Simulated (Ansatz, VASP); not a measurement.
**Two plane-wave programs on CdSe**

INCAR

```
SYSTEM = CdSe
  ALGO = Normal
  EDIFF = 1E-7
  EDIFFG = -0.002
  ENCUT = 600
  IBRION = 2
  ISIF = 3
  ISMEAR = -1
  LASPH = .True.
  LCHARG = .False.
  LREAL = .False.
  LWAVE = .False.
  NELM = 60
  NSW = 100
  PREC = Accurate
  SIGMA = 0.1
```

KPOINTS

```
k-points
0
Gamma
  12 12 6
  0 0 0
```

File POSCAR:

```
CdSe
1.0
    4.3000000000      0.0000000000      0.0000000000
   -2.1500000000      3.7239092363      0.0000000000
    0.0000000000      0.0000000000      7.0200000000
Cd Se
2 2
Direct
    0.3333333333      0.6666666667      0.0000000000
    0.6666666667      0.3333333333      0.5000000000
    0.3333333333      0.6666666667      0.3850000000
    0.6666666667      0.3333333333      0.8850000000
```

Input for Ansatz:

```yaml
crystal:
  lattice:
    - [4.30000000001, 0.0, 0.0]
    - [-2.15000000001, 3.72390923628, 0.0]
    - [0.0, 0.0, 7.02]
  atoms:
    - { symbol: Cd, position: [0.333333333333, 0.666666666667, 0.0] }
    - { symbol: Cd, position: [0.666666666667, 0.333333333333, 0.5] }
    - { symbol: Se, position: [0.333333333333, 0.666666666667, 0.385] }
    - { symbol: Se, position: [0.666666666667, 0.333333333333, 0.885] }
kpoints:
  mp_grid: { grid: [12, 12, 6] }
scf:
  occupations: { method: fermi_dirac, width: 0.1 }
hamiltonian:
  xc: lda
  pseudopotentials: { kind: paw }
relax:
  f_tol: 0.002
  max_steps: 80
  cell: {}
output:
  forces: true
  stress: true
  write_density: true
  write_potential: true
  elf: true
  volumetric_format: npy
```

Alike in both runs: task relaxation of cell and atoms; functional LDA; k mesh 12 × 12 × 6; occupations fermi-dirac, width 0.1 eV; no spin polarisation.

|  | VASP | Ansatz |
| --- | --- | --- |
| version | VASP 6.6.1 | Ansatz 0.2.0 |
| potentials or method | VASP PAW LDA potentials, release 64 (Cd, Se) | PAW with Ansatz's default frozen-core files, scalar-relativistic |
| plane-wave cutoff (eV) | 600 | 420 |
| valence electrons in the cell | 36 | 72 |

```tsv
	VASP	Ansatz	Ansatz less VASP
relaxed volume (Å³/atom)	27.32	27.11	-0.207
relaxed length of the cell vector where the two differ most in proportion (Å)	6.961	6.942	-0.0188
```

LDA's correlation is that of Perdew and Zunger in VASP and of Perdew and Wang (1992) in Ansatz. VASP's potentials hold 36 valence electrons a cell and Ansatz's 72, so a difference there can come from the potentials and not from the codes.
